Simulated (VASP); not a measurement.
Bi, 2 atoms in the cell. It takes space group P6_3/mmc (No. 194, hexagonal). The conventional cell has a = 4.607 Å, b = 4.607 Å, c = 12.184 Å, α = 90.00°, β = 90.00°, γ = 120.00°. This isn't the form of Bi at room conditions, which is rhombohedral. This cell differs from its parent crystal: strain +0.015 along x and y, +0.030 along z.

| Quantity | Value |
| --- | --- |
| Program | VASP 6.6.1 |
| Task | single point |
| Functional | r2SCAN |
| Potentials or basis | VASP PAW PBE potentials, release 64 (Bi_d) |
| Cutoff | 520 eV |
| k mesh | 12 × 12 × 4 |
| Occupations | gaussian, width 0.15 eV |
| Spin | no spin polarisation |
| Dipole correction | no |
| Further INCAR settings | ALGO = Normal; EDIFF = 1e-06; NBANDS = 22 |

Potentials or basis: VASP PAW PBE potentials, release 64 (Bi_d).

Run with:

```console
$ cat potpaw_PBE.64/Bi_d/POTCAR > POTCAR
$ cp INCAR.step1 INCAR
$ mpirun -np 1 vasp_std > vasp.out
$ cp INCAR.step2 INCAR
$ mpirun -np 1 vasp_std > vasp.out
```

Hardware: 1 thread of Oxide Virtual Turin-like Processor, on a shared host.

Problem. How long does it take, and how much memory?

Solution. Wall time 29 min on 1 thread of Oxide Virtual Turin-like Processor, on a shared host, peak memory 0.47 GiB. Counts: k points 57.
